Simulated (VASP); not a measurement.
A run of VASP 6.6.1 is set up as follows.

File INCAR:

```
SYSTEM = Sn2TeO2
PREC = Accurate
ENCUT = 520
EDIFF = 1E-6
ISMEAR = 0
SIGMA = 0.1
LREAL = .FALSE.
LASPH = .TRUE.
NELM = 100
ALGO = Normal
ISIF = 2
LWAVE = .FALSE.
LCHARG = .FALSE.
GGA = PE
NBANDS = 31
```

File KPOINTS:

```
regular mesh
0
G
  6 6 2
  0 0 0
```

File POSCAR:

```
Sn2TeO2
1.0
    4.4669176900      0.0000000000      0.0000000000
   -2.2334588400      3.8684642000      0.0000000000
    0.0000000000      0.0000000000      7.4872184400
Sn Te O
2 1 2
Direct
    0.3333333300      0.6666666700      0.2599999900
    0.6666666700      0.3333333300      0.7400000100
    0.0000000000      0.0000000000      0.0000000000
    0.3333333300      0.6666666700      0.6200000000
    0.6666666700      0.3333333300      0.3800000000
```

Potentials or basis: VASP PAW PBE potentials, release 64 (Sn_d, Te, O).

Run with:

```console
$ cat potpaw_PBE.64/Sn_d/POTCAR potpaw_PBE.64/Te/POTCAR potpaw_PBE.64/O/POTCAR > POTCAR
$ mpirun -np 1 vasp_std > vasp.out
```

(1) Predict the band gap on the k mesh.

(2) What does it give for the pressure?

(3) Estimate the largest force.

Results:

(1) zero (band 23 reaches 3.53 eV, above the bottom of band 24 at 3.50 eV).

(2) -12.5 GPa.

(3) 2.425 eV/Å.

Caveat: the k points lie up to 0.42 Å⁻¹ apart; spin-orbit coupling is left out, which moves the levels of the heavy elements; forces of over 1 eV/Å act on the atoms, so gaps and moduli don't describe the material at rest.
